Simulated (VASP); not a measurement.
# Hf (R-3m) in VASP: further runs

Runs on Hf. Level: PBEsol. Tasks: single point.

Everything below comes from runs of VASP 6.6.1. Logs are shortened: lines on timing, memory, paths and dates and some standing lists are left out, and cuts for length are marked.

## 1. The cell of the first run

Symmetry: R-3m, No. 166, trigonal system. Conventional cell: a = 2.492 Å, b = 2.492 Å, c = 12.208 Å, α = 90.00°, β = 90.00°, γ = 120.00°. Hf (site symmetry -3m) has 6 Hf at 2.49 Å within 3.3 Å.

## 2. Single point, PBEsol

The input, INCAR:

```
PREC = Accurate ; ENCUT = 500
EDIFF = 1E-6 ; ISMEAR = 0
SIGMA = 0.15 ; LREAL = False
LASPH = True ; NELM = 120
ALGO = Normal ; ISIF = 2
LWAVE = False ; LCHARG = False
GGA = PS ; NBANDS = 11
GGA_COMPAT = False
```

The input, KPOINTS:

```
regular mesh
0
Gamma
  20 20 20
```

The input, POSCAR:

```
Hf
1.0
    1.1746767785      2.9366919461      2.9366919461
    2.9366919461      1.1746767785      2.9366919461
    2.9366919461      2.9366919461      1.1746767785
Hf
1
Direct
    0.0000000000      0.0000000000      0.0000000000
```

Potentials or basis: VASP PAW PBE potentials, release 64 (Hf_pv).

On the command line:

```bash
> cat potpaw_PBE.64/Hf_pv/POTCAR > POTCAR
> mpirun -np 1 vasp_std > vasp.out
```

OUTCAR:

```text
PREC = Accurate
   ENCUT = 500
   EDIFF = 1E-6
   ISMEAR = 0
   LREAL = False
   LASPH = True
   NELM = 120
   ISIF = 2
   GGA = PS

 ion  position               nearest neighbor table
   1  0.000  0.000  0.000-

  LATTYP: Found a trigonal (rhomboedric) cell.
 ALAT       =     4.3160380798
 COS(alpha) =     0.8333333333

  Lattice vectors:

 A1 = (   1.1746767785,   2.9366919461,   2.9366919461)
 A2 = (   2.9366919461,   1.1746767785,   2.9366919461)
 A3 = (   2.9366919461,   2.9366919461,   1.1746767785)

Analysis of symmetry for initial positions (statically):
=====================================================================
 Subroutine PRICEL returns:
 Original cell was already a primitive cell.

 Routine SETGRP: Setting up the symmetry group for a
 trigonal (rhombohedral) supercell.

 Subroutine GETGRP returns: Found 12 space group operations
 (whereof 12 operations were pure point group operations)
 out of a pool of 12 trial point group operations.

The static configuration has the point symmetry D_3d.

Analysis of symmetry for dynamics (positions and initial velocities):
=====================================================================
 Subroutine PRICEL returns:
 Original cell was already a primitive cell.

 Routine SETGRP: Setting up the symmetry group for a
 trigonal (rhombohedral) supercell.

 Subroutine GETGRP returns: Found 12 space group operations
 (whereof 12 operations were pure point group operations)
 out of a pool of 12 trial point group operations.

The dynamic configuration has the point symmetry D_3d.

 Subroutine INISYM returns: Found 12 space group operations
 (whereof 12 operations are pure point group operations),
 and found     1 'primitive' translations

----------------------------------------------------------------------------------------

                                     Primitive cell

  volume of cell :      21.8821

  direct lattice vectors                    reciprocal lattice vectors
     1.174676779  2.936691946  2.936691946    -0.331060336  0.236471669  0.236471669
     2.936691946  1.174676779  2.936691946     0.236471669 -0.331060336  0.236471669
     2.936691946  2.936691946  1.174676779     0.236471669  0.236471669 -0.331060336

  length of vectors
     4.316038080  4.316038080  4.316038080     0.470572679  0.470572679  0.470572679

  position of ions in fractional coordinates (direct lattice)
     0.000000000  0.000000000  0.000000000

  ion indices of the primitive-cell ions
   primitive index   ion index
                 1           1

----------------------------------------------------------------------------------------

 KPOINTS: regular mesh

Automatic generation of k-mesh.
 Grid dimensions read from file:
 generate k-points for:   20   20   20

 Generating k-lattice:

  Cartesian coordinates                     Fractional coordinates (reciprocal lattice)
    -0.016553017  0.011823583  0.011823583     0.050000000  0.000000000  0.000000000
     0.011823583 -0.016553017  0.011823583     0.000000000  0.050000000  0.000000000
     0.011823583  0.011823583 -0.016553017     0.000000000  0.000000000  0.050000000

  Length of vectors
     0.023528634  0.023528634  0.023528634

  Shift w.r.t. Gamma in fractional coordinates (k-lattice)
     0.000000000  0.000000000  0.000000000

 Subroutine IBZKPT returns following result:
 ===========================================

 Found    781 irreducible k-points:

 Following reciprocal coordinates:
            Coordinates               Weight
  0.000000  0.000000  0.000000      1.000000
  0.050000  0.000000  0.000000      6.000000
  0.100000  0.000000  0.000000      6.000000
  0.150000  0.000000  0.000000      6.000000
  0.200000  0.000000  0.000000      6.000000
  0.250000  0.000000 -0.000000      6.000000
[... 16 lines left out ...]
 -0.400000  0.050000 -0.000000     12.000000
 -0.350000  0.050000 -0.000000     12.000000
 [... further k-points ...]
   k-points           NKPTS =    781   k-points in BZ     NKDIM =    781   number of bands    NBANDS=     11
   number of dos      NEDOS =    301   number of ions     NIONS =      1
   total plane-waves  NPLWV =  32768
   dimension x,y,z NGX =    32 NGY =   32 NGZ =   32
   dimension x,y,z NGXF=    64 NGYF=   64 NGZF=   64
   ions per type =               1
   NGX,Y,Z   is equivalent  to a cutoff of  12.33, 12.33, 12.33 a.u.
   NGXF,Y,Z  is equivalent  to a cutoff of  24.65, 24.65, 24.65 a.u.
 SYSTEM =  unknown system
   PREC   = accura    normal or accurate (medium, high low for compatibility)
   ISTART =      0    job   : 0-new  1-cont  2-samecut
   ICHARG =      2    charge: 1-file 2-atom 10-const
   ISPIN  =      1    spin polarized calculation?
   LNONCOLLINEAR =      F non collinear calculations
   LSORBIT =      F    spin-orbit coupling
   LASPH  =      T    aspherical Exc in radial PAW
   ENCUT  =  500.0 eV  36.75 Ry    6.06 a.u.   7.87  7.87  7.87*2*pi/ulx,y,z
   NELM   =    120;   NELMIN=  2; NELMDL= -5     # of ELM steps
   EDIFF  = 0.1E-05   stopping-criterion for ELM
   LREAL  =      F    real-space projection
   EDIFFG = 0.1E-04   stopping-criterion for IOM
   NSW    =      0    number of steps for IOM
   IBRION =     -1    ionic relax: 0-MD 1-quasi-New 2-CG
   NFREE  =      0    steps in history (QN), initial steepest desc. (CG)
   ISIF   =      2    stress and relaxation
   ISYM   =      2    0-nonsym 1-usesym 2-fastsym
   POTIM  = 0.5000    time-step for ionic-motion
   TEBEG  =    0.0;   TEEND  =   0.0 temperature during run
   PSTRESS=    0.0 pullay stress
   NELECT =      10.0000    total number of electrons
   NUPDOWN=      -1.0000    fix difference up-down
   EMIN   =  10.00;   EMAX   =-10.00  energy-range for DOS
   EFERMI =   0.00;   METHOD = LEGACY
   ISMEAR =     0;   SIGMA  =   0.15  broadening in eV -4-tet -1-fermi 0-gaus
   EFERMI_NEDOS =   21; number of points for ismear=-14 and -15
   IALGO  =     38    algorithm
   IMIX   =      4    mixing-type and parameters
     AMIX     =   0.40;   BMIX     =  1.00
     AMIX_MAG =   1.60;   BMIX_MAG =  1.00
  volume/ion in A,a.u.               =      21.88       147.67
  Fermi-wavevector in a.u.,A,eV,Ry     =   1.260991  2.382927 21.634588  1.590097
  Thomas-Fermi vector in A             =   2.394472
   LORBIT       =      0    0 simple, 1 ext, 2 COOP (PROOUT), +10 PAW based schemes
   GGA     = PS    functional components
   LHFCALC =     F    Hartree Fock is set to
   AEXX    =    0.0000 exact exchange contribution
   IVDW    =     0    specifies the selected vdW correction
   LEPSILON=     F    determine dielectric tensor
   LRPA    =     F    only Hartree local field effects (RPA)
 non-spin polarized calculation
 Gauss-broadening in eV      SIGMA  =   0.15
  energy-cutoff  :      500.00
  volume of cell :       21.88
 maximum number of plane-waves:       578
   NGX = 15   NGY = 15   NGZ = 15

 number of electron      10.0000001 magnetization

 Free energy of the ion-electron system (eV)
  ---------------------------------------------------
  ext. energy  EPLUGINS =         0.00000000
  ---------------------------------------------------
  free energy    TOTEN  =        -7.89165347 eV

  energy without entropy =       -7.88355349  energy(sigma->0) =       -7.88760348

 E-fermi :   4.0011     XC(G=0): -10.9674

 val. band max:        4.0005232374   @ k =  -0.2000   0.4500   0.0500
 cond. band min:       4.0030696941   @ k =  -0.2000   0.4000   0.0500
 fundamental gap:      0.0025464568
 Fermi energy:         4.0011225118

 k-point     1 :       0.0000    0.0000    0.0000
  band No.  band energies     occupation
      1     -26.3056      2.00000
      2     -23.9167      2.00000
      3     -23.9167      2.00000
      4      -2.1588      2.00000
      5       1.3501      2.00000
      6       6.3004      0.00000
      7       6.3004      0.00000
      8       9.3284      0.00000
      9      12.8681      0.00000
     10      12.8681      0.00000
     11      17.6475      0.00000

 k-point     2 :       0.0500    0.0000    0.0000
  band No.  band energies     occupation
      1     -26.2859      2.00000
      2     -24.0576      2.00000
      3     -23.9452      2.00000
      4      -1.9756      2.00000
      5       1.4764      2.00000
      6       6.0900      0.00000
      7       6.4749      0.00000
      8       8.8957      0.00000
      9      12.7812      0.00000
     10      13.2101      0.00000
     11      17.6808      0.00000

 k-point     3 :       0.1000    0.0000    0.0000
  band No.  band energies     occupation
      1     -26.2285      2.00000
      2     -24.4539      2.00000
      3     -24.0269      2.00000
      4      -1.4737      2.00000
      5       1.8427      2.00000
      6       5.5806      0.00000
      7       6.9928      0.00000
      8       7.9339      0.00000
      9      12.5373      0.00000
     10      13.8780      0.00000
     11      17.7874      0.00000

 k-point     4 :       0.1500    0.0000    0.0000
  band No.  band energies     occupation
      1     -26.1380      2.00000
      2     -25.0391      2.00000
      3     -24.1518      2.00000
      4      -0.7784      2.00000
      5       2.3408      2.00000
      6       5.1136      0.00000
      7       6.8160      0.00000
      8       7.8373      0.00000
      9      12.1798      0.00000
     10      14.4520      0.00000
     11      17.9136      0.00000

 k-point     5 :       0.2000    0.0000    0.0000
  band No.  band energies     occupation
      1     -26.0219      2.00000
      2     -25.7294      2.00000
      3     -24.3054      2.00000
      4      -0.0593      2.00000
      5       2.5860      2.00000
      6       5.2650      0.00000
      7       5.7380      0.00000
      8       8.9819      0.00000
      9      11.7620      0.00000
     10      14.7608      0.00000
     11      17.9666      0.00000
[... 211 lines left out ...]
 k-point    21 :       0.5000    0.0500   -0.0000
  band No.  band energies     occupation
      1     -28.4392      2.00000
      2     -25.4428      2.00000
      3     -25.0585      2.00000
      4      -0.2816      2.00000
      5       1.7444      2.00000
      6       6.7637      0.00000
      7       8.7741      0.00000
      8       9.7762      0.00000
      9      14.9483      0.00000
     10      17.1917      0.00000
     11      17.9764      0.00000

 k-point    22 :      -0.4500    0.0500    0.0000
  band No.  band energies     occupation
      1     -28.4392      2.00000
      2     -25.4424      2.00000
      3     -25.0585      2.00000
      4      -0.2827      2.00000
      5       1.7619      2.00000
      6       6.5825      0.00000
      7       8.9208      0.00000
      8       9.7957      0.00000
      9      14.9630      0.00000
     10      17.2349      0.00000
     11      17.9774      0.00000

 k-point    23 :      -0.4000    0.0500   -0.0000
  band No.  band energies     occupation
      1     -28.2592      2.00000
      2     -25.4865      2.00000
      3     -25.0087      2.00000
      4      -0.1312      2.00000
      5       1.9963      2.00000
      6       5.5917      0.00000
      7       9.4484      0.00000
      8       9.9524      0.00000
      9      14.5073      0.00000
     10      16.5727      0.00000
     11      17.9741      0.00000

 k-point    24 :      -0.3500    0.0500   -0.0000
  band No.  band energies     occupation
      1     -27.9097      2.00000
      2     -25.5696      2.00000
      3     -24.9126      2.00000
      4       0.1512      2.00000
      5       2.4216      2.00000
      6       4.5415      0.00000
      7       9.3650      0.00000
      8      10.0652      0.00000
      9      14.0885      0.00000
     10      15.4803      0.00000
     11      17.9721      0.00000

 [... further k-points ...]
[... 5 lines left out ...]
  --------------------------------------------------------------------------------------
  -------------------------------------------------------------------------------------
  Total        5.3795323      5.3795323      5.3795323     -4.1992312     -4.1992312     -4.1992312
  in kB      393.8820474    393.8820474    393.8820474   -307.4620003   -307.4620003   -307.4620003
  external PRESSURE =     393.8820474 kB  Pullay stress =       0.0000000 kB

 VOLUME and BASIS-vectors are now :
 -----------------------------------------------------------------------------
  energy-cutoff  :      500.00
  volume of cell :       21.88
      direct lattice vectors                 reciprocal lattice vectors
     1.174676779  2.936691946  2.936691946    -0.331060336  0.236471669  0.236471669
     2.936691946  1.174676779  2.936691946     0.236471669 -0.331060336  0.236471669
     2.936691946  2.936691946  1.174676779     0.236471669  0.236471669 -0.331060336

 POSITION                                       TOTAL-FORCE (eV/Angst)
 -----------------------------------------------------------------------------------
      0.00000      0.00000      0.00000        -0.000000      0.000000     -0.000000
 -----------------------------------------------------------------------------------
    total drift:                                0.000000      0.000000      0.000000

  FREE ENERGIE OF THE ION-ELECTRON SYSTEM (eV)
  ---------------------------------------------------
  free  energy   TOTEN  =        -7.8916534723 eV

  energy  without entropy=       -7.8835534890  energy(sigma->0) =       -7.88760348
```

It took 1.7 min on 1 thread of Intel Xeon 6975P-C (Granite Rapids), shared host; peak memory 0.33 GiB.

Results:

```
Free energy            : -7.8917 eV
Pressure               : 39.4 GPa
Band gap on the k mesh : zero (band 5 reaches 4.83 eV, above the bottom of band 6 at 3.34 eV)
```

Levels at points of the mesh, in eV from the Fermi level:
| k point | band 3 | band 4 | band 5 | band 6 | band 7 | band 8 |
| --- | --- | --- | --- | --- | --- | --- |
| (0.00, 0.00, 0.00) | -27.92 | -6.16 | -2.65 | 2.30 | 2.30 | 5.33 |
| (0.50, 0.00, 0.00) | -28.98 | -4.52 | -2.33 | 2.81 | 4.77 | 6.14 |
| (0.50, 0.50, 0.00) | -28.98 | -4.51 | -2.76 | 4.20 | 5.54 | 6.41 |
| (0.50, 0.50, 0.50) | -27.92 | -5.24 | -1.35 | 1.05 | 2.29 | 2.29 |

Caveat: the PAW data sets were made with another functional, which shifts forces and pressure a little; spin-orbit coupling is left out, which moves the levels of the heavy elements.

## 3. Single point, PBEsol

This run uses another cell than the first one, of the same volume but with other edges.

The input, INCAR:

```
PREC = Accurate
ENCUT = 500
EDIFF = 1E-6
ISMEAR = 0
SIGMA = 0.15
LREAL = False
LASPH = True
NELM = 120
ALGO = Normal
ISIF = 2
LWAVE = False
LCHARG = False
GGA = PS
NBANDS = 11
GGA_COMPAT = False
```

KPOINTS is that of step 2.

The input, POSCAR:

```
Hf
1.0
   -0.4811054357      2.0073709557      2.0073709557
    2.0073709557     -0.4811054357      2.0073709557
    2.0073709557      2.0073709557     -0.4811054357
Hf
1
Direct
    0.0000000000      0.0000000000      0.0000000000
```

Potentials or basis: VASP PAW PBE potentials, release 64 (Hf_pv).

On the command line:

```bash
> cat potpaw_PBE.64/Hf_pv/POTCAR > POTCAR
> mpirun -np 1 vasp_std > vasp.out
```

It took 48 s on 1 thread of Intel Xeon 6975P-C (Granite Rapids), shared host; peak memory 0.29 GiB.

Results (log left out):

```
Free energy            : -9.9185 eV
Pressure               : 0.8 GPa
Band gap on the k mesh : zero (band 5 reaches 5.98 eV, above the bottom of band 6 at 3.84 eV)
```

Stress tensor (GPa, compression positive):
```
0.82 7.56 7.56
7.56 0.82 7.56
7.56 7.56 0.82
```

Levels at points of the mesh, in eV from the Fermi level:
```csv
k point,band 2,band 3,band 4,band 5,band 6,band 7,band 8,band 9
"(0.00, 0.00, 0.00)",-29.65,-29.36,-6.95,-0.64,-0.64,5.53,5.79,5.79
"(0.50, 0.00, 0.00)",-29.59,-29.43,-3.49,-0.36,0.31,4.38,5.09,5.27
"(0.50, 0.50, 0.00)",-30.30,-29.49,-3.17,-1.62,3.48,5.35,5.36,7.58
"(0.50, 0.50, 0.50)",-30.14,-30.14,-2.89,-0.19,-0.19,4.55,8.77,8.77
```

Caveat: the PAW data sets were made with another functional, which shifts forces and pressure a little; spin-orbit coupling is left out, which moves the levels of the heavy elements.

(Part 1 of 3 ends here.)
